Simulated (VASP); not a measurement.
Here is a VASP 6.6.1 calculation.

File POSCAR:

```
Li2S
1.0
    0.0000000000      2.8452942165      2.8452942165
    2.8452942165      0.0000000000      2.8452942165
    2.8452942165      2.8452942165      0.0000000000
S Li
1 2
Direct
    0.0000000000      0.0000000000      0.0000000000
    0.2500000000      0.2500000000      0.2500000000
    0.7500000000      0.7500000000      0.7500000000
```

The input INCAR.step1:

```
PREC     = Accurate       # precision mode
ENCUT    = 650            # plane-wave cutoff, eV
EDIFF    = 1E-5           # SCF threshold, eV
ISMEAR   = 0              # smearing method
SIGMA    = 0.01           # smearing width, eV
LREAL    = F              # projectors in reciprocal space
LASPH    = T              # aspherical terms in the spheres
NELM     = 120            # most SCF steps
ALGO     = Normal         # electronic algorithm
ISIF     = 2              # what is computed and relaxed
LWAVE    = T              # write WAVECAR
LCHARG   = F              # write CHGCAR
NBANDS   = 13             # bands
GGA      = PE             # functional
GGA_COMPAT= F
```

INCAR.step2

```
PREC     = Accurate       # precision mode
ENCUT    = 650            # plane-wave cutoff, eV
EDIFF    = 1E-6           # SCF threshold, eV
ISMEAR   = 0              # smearing method
SIGMA    = 0.01           # smearing width, eV
LREAL    = F              # projectors in reciprocal space
LASPH    = T              # aspherical terms in the spheres
NELM     = 120            # most SCF steps
ALGO     = Normal         # electronic algorithm
ISIF     = 2              # what is computed and relaxed
LWAVE    = F              # write WAVECAR
LCHARG   = F              # write CHGCAR
GGA      = PE             # functional
LHFCALC  = T              # exact exchange
HFSCREEN = 0.2079         # screening, 1/A
PRECFOCK = Normal       
NBANDS   = 13             # bands
ISTART   = 1            
GGA_COMPAT= F
```

File KPOINTS:

```
regular mesh
0
Gamma
  4 4 4
```

Potentials or basis: VASP PAW PBE potentials, release 64 (S, Li_sv).

Command:

```console
$ cat potpaw_PBE.64/S/POTCAR potpaw_PBE.64/Li_sv/POTCAR > POTCAR
$ cp INCAR.step1 INCAR
$ mpirun -np 1 vasp_std > vasp.out
$ cp INCAR.step2 INCAR
$ mpirun -np 1 vasp_std > vasp.out
```

(1) Estimate the band gap on the k mesh.

(2) What does it give for the pressure?

Results:

(1) 4.33 eV (least direct gap 5.35 eV).

(2) -0.5 GPa.

Caveat: the k points lie up to 0.48 Å⁻¹ apart; the PAW data sets were made with another functional, which shifts forces and pressure a little.
